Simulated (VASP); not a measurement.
Cs: single point with PBE

Crystal: Cs.

```xyz
3
Lattice="8.6646 0.0000 0.0000 -4.3323 7.5038 0.0000 0.0000 0.0000 5.2056" Properties=species:S:1:pos:R:3 pbc="T T T"
Cs    4.3323    7.5038    0.0000
Cs    0.0000    5.0025    2.6028
Cs    4.3323    2.5013    2.6028
```

This isn't the form of Cs at room conditions, which is bcc.

```json
{
  "Program": "VASP 6.6.1",
  "Task": "single point",
  "Functional": "PBE",
  "Potentials or basis": "VASP PAW PBE potentials, release 64 (Cs_sv)",
  "Cutoff": "520 eV",
  "k mesh": "6 × 6 × 8",
  "Occupations": "fermi-dirac, width 0.1 eV",
  "Spin": "no spin polarisation"
}
```

| Item | Value |
| --- | --- |
| Pressure | 0.1 GPa |
| Band gap on the k mesh | zero (an odd number of electrons rules out a gap without spin polarisation) |

Levels at points of the mesh, in eV from the Fermi level:
```
           k point  band 11  band 12  band 13  band 14  band 15  band 16
(0.00, 0.00, 0.00)   -10.57   -10.54    -1.69     0.69     0.88     0.88
(0.50, 0.00, 0.00)   -10.58   -10.54    -0.84    -0.84     0.02     0.87
(0.00, 0.00, 0.50)   -10.58   -10.58    -0.20     0.05     0.74     0.74
(0.50, 0.00, 0.50)   -10.58   -10.58     0.16     0.19     0.70     0.75
```

Run time: 110 s on 1 thread of AMD EPYC 9R45 96-Core Processor (Zen 5), with other jobs on the host, peak memory 0.48 GiB.

Caveat: spin-orbit coupling is left out, which moves the levels of the heavy elements.
